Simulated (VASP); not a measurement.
# GaS (P6_3/mmc) in VASP: notebook

Aim: see how the results for GaS move with the level of theory and the settings. Levels: r2SCAN+rVV10, r2SCAN. Tasks: single point.

Everything below comes from runs of VASP 6.6.1. Logs are shortened: lines on timing, memory, paths and dates and some standing lists are left out, and cuts for length are marked.

**The experiment to reproduce.**

From “Vapor-liquid-solid growth of highly-mismatched semiconductor nanowires with high-fidelity van der Waals layer stacking”, 2022, arxiv:2211.03366, for a bulk crystal of GaS: band gap 2.53 eV (indirect) at 300 K; band gap 2.59 eV (indirect) at 77 K.

The results are compared with them further down.

## Step 1: The cell of the first run

Symmetry: P6_3/mmc, No. 194, hexagonal system. Conventional cell: a = 3.580 Å, b = 3.580 Å, c = 15.563 Å, α = 90.00°, β = 90.00°, γ = 120.00°. Ga (site symmetry 3m) has 3 S at 2.33 Å and 1 Ga at 2.44 Å within 3.1 Å. S (site symmetry 3m) has 3 Ga at 2.33 Å within 3.1 Å.

## Step 2: Single point, r2SCAN+rVV10

File POSCAR:

```
GaS
1.0
    3.5795059751      0.0000000000      0.0000000000
   -1.7897529876      3.0999431075      0.0000000000
    0.0000000000      0.0000000000     15.5631241186
Ga S
4 4
Direct
    0.3333333333      0.6666666667      0.1716952313
    0.6666666667      0.3333333333      0.6716952313
    0.3333333333      0.6666666667      0.3283047687
    0.6666666667      0.3333333333      0.8283047687
    0.3333333333      0.6666666667      0.6028569202
    0.6666666667      0.3333333333      0.1028569202
    0.3333333333      0.6666666667      0.8971430798
    0.6666666667      0.3333333333      0.3971430798
```

File INCAR.step1:

```
PREC     = Accurate       # precision mode
ENCUT    = 550            # plane-wave cutoff, eV
ISMEAR   = -1             # smearing method
SIGMA    = 0.02           # smearing width, eV
LREAL    = False          # projectors in reciprocal space
LASPH    = True           # aspherical terms in the spheres
NELM     = 120            # most SCF steps
NBANDS   = 48             # bands
GGA      = PE             # functional
ALGO     = Normal         # electronic algorithm
EDIFF    = 1E-5           # SCF threshold, eV
LWAVE    = True           # write WAVECAR
LCHARG   = False          # write CHGCAR
GGA_COMPAT= False
```

File INCAR.step2:

```
PREC     = Accurate       # precision mode
ENCUT    = 550            # plane-wave cutoff, eV
EDIFF    = 1E-6           # SCF threshold, eV
ISMEAR   = -1             # smearing method
SIGMA    = 0.02           # smearing width, eV
LREAL    = False          # projectors in reciprocal space
LASPH    = True           # aspherical terms in the spheres
NELM     = 120            # most SCF steps
ALGO     = Normal         # electronic algorithm
ISIF     = 2              # what is computed and relaxed
LWAVE    = False          # write WAVECAR
LCHARG   = True           # write CHGCAR
METAGGA  = R2SCAN         # meta-GGA
LMIXTAU  = True         
LUSE_VDW = True         
IVDW_NL  = 2            
BPARAM   = 11.95        
CPARAM   = 0.0093       
LELF     = True           # ELF
LVHAR    = True         
NBANDS   = 48             # bands
ISTART   = 1            
GGA_COMPAT= False
```

File KPOINTS:

```
regular mesh
0
Gamma
  12 12 2
```

Potentials or basis: VASP PAW PBE potentials, release 64 (Ga_d, S).

Command:

```
$ cat potpaw_PBE.64/Ga_d/POTCAR potpaw_PBE.64/S/POTCAR > POTCAR
$ cp INCAR.step1 INCAR
$ mpirun -np 1 vasp_std > vasp.out
$ cp INCAR.step2 INCAR
$ mpirun -np 1 vasp_std > vasp.out
```

OUTCAR:

```text
PREC = Accurate
   ENCUT = 550
   EDIFF = 1E-6
   ISMEAR = -1
   LREAL = False
   LASPH = True
   NELM = 120
   ISIF = 2
   METAGGA = R2SCAN
   IVDW_NL = 2
   BPARAM = 11.95
   ISTART = 1

 ion  position               nearest neighbor table
   1  0.333  0.667  0.172-   6 2.33   6 2.33   6 2.33   3 2.44
   2  0.667  0.333  0.672-   5 2.33   5 2.33   5 2.33   4 2.44
   3  0.333  0.667  0.328-   8 2.33   8 2.33   8 2.33   1 2.44
   4  0.667  0.333  0.828-   7 2.33   7 2.33   7 2.33   2 2.44
   5  0.333  0.667  0.603-   2 2.33   2 2.33   2 2.33
   6  0.667  0.333  0.103-   1 2.33   1 2.33   1 2.33
   7  0.333  0.667  0.897-   4 2.33   4 2.33   4 2.33
   8  0.667  0.333  0.397-   3 2.33   3 2.33   3 2.33

  LATTYP: Found a hexagonal cell.
 ALAT       =     3.5795059751
 C/A-ratio  =     4.3478413577

  Lattice vectors:

 A1 = (   3.5795059751,   0.0000000000,   0.0000000000)
 A2 = (  -1.7897529876,   3.0999431075,   0.0000000000)
 A3 = (   0.0000000000,   0.0000000000,  15.5631241186)

Analysis of symmetry for initial positions (statically):
=====================================================================
 Subroutine PRICEL returns:
 Original cell was already a primitive cell.

 Routine SETGRP: Setting up the symmetry group for a
 hexagonal supercell.

 Subroutine GETGRP returns: Found 24 space group operations
 (whereof 12 operations were pure point group operations)
 out of a pool of 24 trial point group operations.

The static configuration has the point symmetry D_3d.
 The point group associated with its full space group is D_6h.

Analysis of symmetry for dynamics (positions and initial velocities):
=====================================================================
 Subroutine PRICEL returns:
 Original cell was already a primitive cell.

 Routine SETGRP: Setting up the symmetry group for a
 hexagonal supercell.

 Subroutine GETGRP returns: Found 24 space group operations
 (whereof 12 operations were pure point group operations)
 out of a pool of 24 trial point group operations.

The dynamic configuration has the point symmetry D_3d.
 The point group associated with its full space group is D_6h.

 Subroutine INISYM returns: Found 24 space group operations
 (whereof 12 operations are pure point group operations),
 and found     1 'primitive' translations

----------------------------------------------------------------------------------------

                                     Primitive cell

  volume of cell :     172.6925

  direct lattice vectors                    reciprocal lattice vectors
     3.579505975  0.000000000  0.000000000     0.279368161  0.161293283  0.000000000
    -1.789752988  3.099943108  0.000000000     0.000000000  0.322586565  0.000000000
     0.000000000  0.000000000 15.563124119     0.000000000  0.000000000  0.064254451

  length of vectors
     3.579505975  3.579505975 15.563124119     0.322586565  0.322586565  0.064254451

  position of ions in fractional coordinates (direct lattice)
     0.333333333  0.666666667  0.171695231
     0.666666667  0.333333333  0.671695231
     0.333333333  0.666666667  0.328304769
     0.666666667  0.333333333  0.828304769
     0.333333333  0.666666667  0.602856920
     0.666666667  0.333333333  0.102856920
     0.333333333  0.666666667  0.897143080
     0.666666667  0.333333333  0.397143080

  ion indices of the primitive-cell ions
   primitive index   ion index
                 1           1
                 2           2
                 3           3
                 4           4
                 5           5
                 6           6
                 7           7
                 8           8

----------------------------------------------------------------------------------------

 KPOINTS: regular mesh

Automatic generation of k-mesh.
 Grid dimensions read from file:
 generate k-points for:   12   12    2

 Generating k-lattice:

  Cartesian coordinates                     Fractional coordinates (reciprocal lattice)
     0.023280680  0.013441107  0.000000000     0.083333333  0.000000000  0.000000000
     0.000000000  0.026882214  0.000000000     0.000000000  0.083333333  0.000000000
     0.000000000  0.000000000  0.032127226     0.000000000  0.000000000  0.500000000

  Length of vectors
     0.026882214  0.026882214  0.032127226

  Shift w.r.t. Gamma in fractional coordinates (k-lattice)
     0.000000000  0.000000000  0.000000000

 Subroutine IBZKPT returns following result:
 ===========================================

 Found     38 irreducible k-points:

 Following reciprocal coordinates:
            Coordinates               Weight
  0.000000  0.000000  0.000000      1.000000
  0.083333  0.000000  0.000000      6.000000
  0.166667  0.000000  0.000000      6.000000
  0.250000  0.000000  0.000000      6.000000
  0.333333  0.000000  0.000000      6.000000
  0.416667 -0.000000  0.000000      6.000000
[... 16 lines left out ...]
  0.250000  0.000000  0.500000      6.000000
  0.333333  0.000000  0.500000      6.000000
 [... further k-points ...]
   k-points           NKPTS =     38   k-points in BZ     NKDIM =     38   number of bands    NBANDS=     48
   number of dos      NEDOS =    301   number of ions     NIONS =      8
   total plane-waves  NPLWV =  94080
   dimension x,y,z NGX =    28 NGY =   28 NGZ =  120
   dimension x,y,z NGXF=    56 NGYF=   56 NGZF=  240
   ions per type =               4   4
   NGX,Y,Z   is equivalent  to a cutoff of  13.00, 13.00, 12.82 a.u.
   NGXF,Y,Z  is equivalent  to a cutoff of  26.01, 26.01, 25.64 a.u.
 SYSTEM =  unknown system
   PREC   = accura    normal or accurate (medium, high low for compatibility)
   ISTART =      1    job   : 0-new  1-cont  2-samecut
   ICHARG =      0    charge: 1-file 2-atom 10-const
   ISPIN  =      1    spin polarized calculation?
   LNONCOLLINEAR =      F non collinear calculations
   LSORBIT =      F    spin-orbit coupling
   LASPH  =      T    aspherical Exc in radial PAW
   ENCUT  =  550.0 eV  40.42 Ry    6.36 a.u.   6.84  6.84 29.76*2*pi/ulx,y,z
   NELM   =    120;   NELMIN=  2; NELMDL=  0     # of ELM steps
   EDIFF  = 0.1E-05   stopping-criterion for ELM
   LREAL  =      F    real-space projection
   EDIFFG = 0.1E-04   stopping-criterion for IOM
   NSW    =      0    number of steps for IOM
   IBRION =     -1    ionic relax: 0-MD 1-quasi-New 2-CG
   NFREE  =      0    steps in history (QN), initial steepest desc. (CG)
   ISIF   =      2    stress and relaxation
   ISYM   =      2    0-nonsym 1-usesym 2-fastsym
   POTIM  = 0.5000    time-step for ionic-motion
   TEBEG  =    0.0;   TEEND  =   0.0 temperature during run
   PSTRESS=    0.0 pullay stress
   NELECT =      76.0000    total number of electrons
   NUPDOWN=      -1.0000    fix difference up-down
   EMIN   =  10.00;   EMAX   =-10.00  energy-range for DOS
   EFERMI =   0.00;   METHOD = LEGACY
   ISMEAR =    -1;   SIGMA  =   0.02  broadening in eV -4-tet -1-fermi 0-gaus
   EFERMI_NEDOS =   21; number of points for ismear=-14 and -15
   IALGO  =     38    algorithm
   IMIX   =      4    mixing-type and parameters
     AMIX     =   0.40;   BMIX     =  1.00
     AMIX_MAG =   1.60;   BMIX_MAG =  1.00
  volume/ion in A,a.u.               =      21.59       145.67
  Fermi-wavevector in a.u.,A,eV,Ry     =   1.245245  2.353172 21.097674  1.550635
  Thomas-Fermi vector in A             =   2.379476
   LORBIT       =      0    0 simple, 1 ext, 2 COOP (PROOUT), +10 PAW based schemes
   METAGGA = R2SCAN    functional components
   LHFCALC =     F    Hartree Fock is set to
   AEXX    =    0.0000 exact exchange contribution
   IVDW_NL    =     2    kernel type
   BPARAM     =11.9500
   IVDW    =     0    specifies the selected vdW correction
   LEPSILON=     F    determine dielectric tensor
   LRPA    =     F    only Hartree local field effects (RPA)
 non-spin polarized calculation
  energy-cutoff  :      550.00
  volume of cell :      172.69
 maximum number of plane-waves:      5100
 NGX is ok and might be reduce to    28
   NGX = 13   NGY = 13   NGZ = 59

 number of electron      76.0000010 magnetization

 Free energy of the ion-electron system (eV)
  ---------------------------------------------------
  ext. energy  EPLUGINS =         0.00000000
  ---------------------------------------------------
  free energy    TOTEN  =       -81.73634196 eV

  energy without entropy =      -81.73634196  energy(sigma->0) =      -81.73634196

 E-fermi :   4.1111     XC(G=0): -10.2104

 val. band max:        3.6789882698   @ k =   0.0000   0.0000   0.0000
 cond. band min:       5.5515335387   @ k =   0.5000   0.0000   0.0000
 fundamental gap:      1.8725452688
 Fermi energy:         4.1111331764

 k-point     1 :       0.0000    0.0000    0.0000
  band No.  band energies     occupation
      1     -11.7518      2.00000
      2     -11.7425      2.00000
      3     -11.5887      2.00000
      4     -11.5887      2.00000
      5     -11.5885      2.00000
      6     -11.5885      2.00000
[... 40 lines left out ...]
     47       9.9266      0.00000
     48       9.9267      0.00000

 k-point     2 :       0.0833    0.0000    0.0000
  band No.  band energies     occupation
      1     -11.7656      2.00000
      2     -11.7539      2.00000
      3     -11.6277      2.00000
      4     -11.6139      2.00000
      5     -11.6103      2.00000
      6     -11.6062      2.00000
[... 40 lines left out ...]
     47       9.6384      0.00000
     48       9.8965      0.00000

 k-point     3 :       0.1667    0.0000    0.0000
  band No.  band energies     occupation
      1     -11.8066      2.00000
      2     -11.7912      2.00000
      3     -11.7131      2.00000
      4     -11.6919      2.00000
      5     -11.6392      2.00000
      6     -11.6358      2.00000
[... 40 lines left out ...]
     47       9.1975      0.00000
     48       9.5739      0.00000

 k-point     4 :       0.2500    0.0000    0.0000
  band No.  band energies     occupation
      1     -11.8562      2.00000
      2     -11.8417      2.00000
      3     -11.7778      2.00000
      4     -11.7605      2.00000
      5     -11.6445      2.00000
      6     -11.6425      2.00000
[... 958 lines left out ...]
     47       9.3933      0.00000
     48       9.3933      0.00000

 k-point    23 :       0.2500    0.0000    0.5000
  band No.  band energies     occupation
      1     -11.8497      2.00000
      2     -11.8497      2.00000
      3     -11.7684      2.00000
      4     -11.7684      2.00000
      5     -11.6434      2.00000
      6     -11.6434      2.00000
[... 40 lines left out ...]
     47       9.3678      0.00000
     48       9.3678      0.00000

 k-point    24 :       0.3333    0.0000    0.5000
  band No.  band energies     occupation
      1     -11.8919      2.00000
      2     -11.8919      2.00000
      3     -11.8158      2.00000
      4     -11.8158      2.00000
      5     -11.6415      2.00000
      6     -11.6415      2.00000
[... 40 lines left out ...]
     47       9.3913      0.00000
     48       9.3913      0.00000

 [... further k-points ...]

------------------------ aborting loop because EDIFF is reached ----------------------------------------

  FORCE on cell =-STRESS in cart. coord.  units (eV):
  Direction    XX          YY          ZZ          XY          YZ          ZX
  --------------------------------------------------------------------------------------
  -------------------------------------------------------------------------------------
  Total       -0.1135811     -0.1135811     -0.0570205      0.0000000      0.0000000      0.0000000
  in kB       -1.0537634     -1.0537634     -0.5290149      0.0000000      0.0000000      0.0000000
  external PRESSURE =      -0.8788473 kB  Pullay stress =       0.0000000 kB

 VOLUME and BASIS-vectors are now :
 -----------------------------------------------------------------------------
  energy-cutoff  :      550.00
  volume of cell :      172.69
      direct lattice vectors                 reciprocal lattice vectors
     3.579505975  0.000000000  0.000000000     0.279368161  0.161293283  0.000000000
    -1.789752988  3.099943108  0.000000000     0.000000000  0.322586565  0.000000000
     0.000000000  0.000000000 15.563124119     0.000000000  0.000000000  0.064254451

 POSITION                                       TOTAL-FORCE (eV/Angst)
 -----------------------------------------------------------------------------------
     -0.00000      2.06663      2.67211         0.000000      0.000000      0.026150
      1.78975      1.03331     10.45368        -0.000000     -0.000000      0.026150
     -0.00000      2.06663      5.10945         0.000000      0.000000     -0.026150
      1.78975      1.03331     12.89101        -0.000000     -0.000000     -0.026150
     -0.00000      2.06663      9.38234        -0.000000     -0.000000     -0.020080
      1.78975      1.03331      1.60078        -0.000000     -0.000000     -0.020080
     -0.00000      2.06663     13.96235        -0.000000     -0.000000      0.020080
      1.78975      1.03331      6.18079        -0.000000     -0.000000      0.020080
 -----------------------------------------------------------------------------------
    total drift:                               -0.000000      0.000000      0.000000

  FREE ENERGIE OF THE ION-ELECTRON SYSTEM (eV)
  ---------------------------------------------------
  free  energy   TOTEN  =       -81.7363419607 eV

  energy  without entropy=      -81.7363419607  energy(sigma->0) =      -81.73634196
```

It took 15 min on 1 thread of Intel Xeon 6975P-C (Granite Rapids), shared host; peak memory 0.81 GiB.

Results:

```
Free energy            : -81.7363 eV
Pressure               : -0.1 GPa
Largest force          : 0.026 eV/Å
Band gap on the k mesh : 1.87 eV (least direct gap 2.23 eV)
```

Forces in eV/Å, atoms in the order of the input:
```
Ga   0.000  0.000  0.026
Ga   0.000  0.000  0.026
Ga   0.000  0.000 -0.026
Ga   0.000  0.000 -0.026
S    0.000  0.000 -0.020
S    0.000  0.000 -0.020
S    0.000  0.000  0.020
S    0.000  0.000  0.020
```

Caveat: the PAW data sets were made with another functional, which shifts forces and pressure a little.

## Step 3: Single point, r2SCAN

POSCAR is that of step 2.

File INCAR.step1:

```
PREC = Accurate ; ENCUT = 550
ISMEAR = 0 ; SIGMA = 0.01
LREAL = False ; LASPH = True
NELM = 120 ; NBANDS = 48
GGA = PE ; ALGO = Normal
EDIFF = 1E-5 ; LWAVE = True
LCHARG = False ; GGA_COMPAT = False
```

File INCAR.step2:

```
PREC = Accurate ; ENCUT = 550
EDIFF = 1E-6 ; ISMEAR = 0
SIGMA = 0.01 ; LREAL = False
LASPH = True ; NELM = 120
ALGO = Normal ; ISIF = 2
LWAVE = False ; LCHARG = False
METAGGA = R2SCAN ; LMIXTAU = True
NBANDS = 48 ; ISTART = 1
GGA_COMPAT = False
```

KPOINTS is that of step 2.

Potentials or basis: VASP PAW PBE potentials, release 64 (Ga_d, S).

Command:

```
$ cat potpaw_PBE.64/Ga_d/POTCAR potpaw_PBE.64/S/POTCAR > POTCAR
$ cp INCAR.step1 INCAR
$ mpirun -np 1 vasp_std > vasp.out
$ cp INCAR.step2 INCAR
$ mpirun -np 1 vasp_std > vasp.out
```

Run time: 22 min. Hardware: 1 thread of Intel Xeon Platinum 8488C (Sapphire Rapids), shared host; peak memory 0.49 GiB.

The run converged. Its results:

- Free energy: -83.9904 eV
- Pressure: 0.8 GPa
- Largest force: 0.021 eV/Å
- Band gap on the k mesh: 1.92 eV (least direct gap 2.26 eV)

Forces on the atoms (eV/Å):
```
Ga   0.000  0.000  0.009
Ga   0.000  0.000  0.009
Ga   0.000  0.000 -0.009
Ga   0.000  0.000 -0.009
S    0.000  0.000  0.021
S    0.000  0.000  0.021
S    0.000  0.000 -0.021
S    0.000  0.000 -0.021
```

Levels at points of the mesh, in eV from the valence-band top:
| k point | band 35 | band 36 | band 37 | band 38 | band 39 | band 40 | band 41 | band 42 |
| --- | --- | --- | --- | --- | --- | --- | --- | --- |
| (0.00, 0.00, 0.00) | -1.50 | -1.50 | -1.36 | 0.00 | 2.26 | 2.85 | 3.39 | 3.59 |
| (0.50, 0.00, 0.00) | -2.72 | -2.44 | -2.22 | -1.73 | 1.92 | 2.18 | 2.36 | 2.81 |
| (0.00, 0.00, 0.50) | -1.53 | -1.53 | -0.66 | -0.66 | 2.62 | 2.62 | 3.48 | 3.48 |
| (0.50, 0.00, 0.50) | -2.64 | -2.64 | -1.97 | -1.97 | 2.12 | 2.12 | 2.50 | 2.50 |

Caveat: the PAW data sets were made with another functional, which shifts forces and pressure a little.

## Step 4: How close it comes

Step 2. Measured gap of GaS: 2.53 eV (indirect; 300 K; quoted in “Vapor-liquid-solid growth of highly-mismatched semiconductor nanowires with high-fidelity van der Waals layer stacking”, 2022, arxiv:2211.03366). This calculation gives 1.87 eV (-0.66 eV). 2 values of this kind are on record (2.53 to 2.59 eV); this one was drawn at random. Spin-orbit coupling on Ga is left out. The value is that of r2SCAN+rVV10 on a finite k mesh, which can miss the band edges, without temperature or zero-point motion.

Step 3. Measured gap of GaS: 2.59 eV (indirect; 77 K; quoted in “Vapor-liquid-solid growth of highly-mismatched semiconductor nanowires with high-fidelity van der Waals layer stacking”, 2022, arxiv:2211.03366). This calculation gives 1.92 eV (-0.67 eV). 2 values of this kind are on record (2.53 to 2.59 eV); this one was drawn at random. Spin-orbit coupling on Ga is left out. The value is that of r2SCAN on a finite k mesh, which can miss the band edges, without temperature or zero-point motion.
